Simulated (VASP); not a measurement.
A run of VASP 6.6.1:

The input INCAR:

```
SYSTEM = C
  PREC = Accurate
  ENCUT = 600
  EDIFF = 1E-6
  ISMEAR = 0
  SIGMA = 0.1
  LREAL = .FALSE.
  LASPH = .TRUE.
  NELM = 120
  ALGO = Normal
  ISIF = 2
  LWAVE = .FALSE.
  LCHARG = .FALSE.
  GGA = PE
  NBANDS = 13
  GGA_COMPAT = .FALSE.
```

Contents of KPOINTS:

```
regular mesh
0
G
  18 18 18
  0 0 0
```

Contents of POSCAR:

```
C
1.0
    0.0000000000      2.1707047371      2.1707047371
    2.1707047371      0.0000000000      2.1707047371
    2.1707047371      2.1707047371      0.0000000000
C
3
Direct
    0.2500000000      0.2500000000      0.2500000000
    0.7500000000      0.7500000000      0.7500000000
    0.0000000000      0.0000000000      0.0000000000
```

Potentials or basis: VASP PAW PBE potentials, release 64 (C).

Command:

```bash
$ cat potpaw_PBE.64/C/POTCAR > POTCAR
$ mpirun -np 1 vasp_std > vasp.out
```

Hardware: 1 thread of Intel(R) Xeon(R) 6975P-C (Granite Rapids) (shared host).

Question: Estimate the wall time of this run.

Answer: Run time: 28 s on 1 thread of Intel(R) Xeon(R) 6975P-C (Granite Rapids), with other jobs on the host, peak memory 0.18 GiB. Counts: scf iterations 12, k points 195.
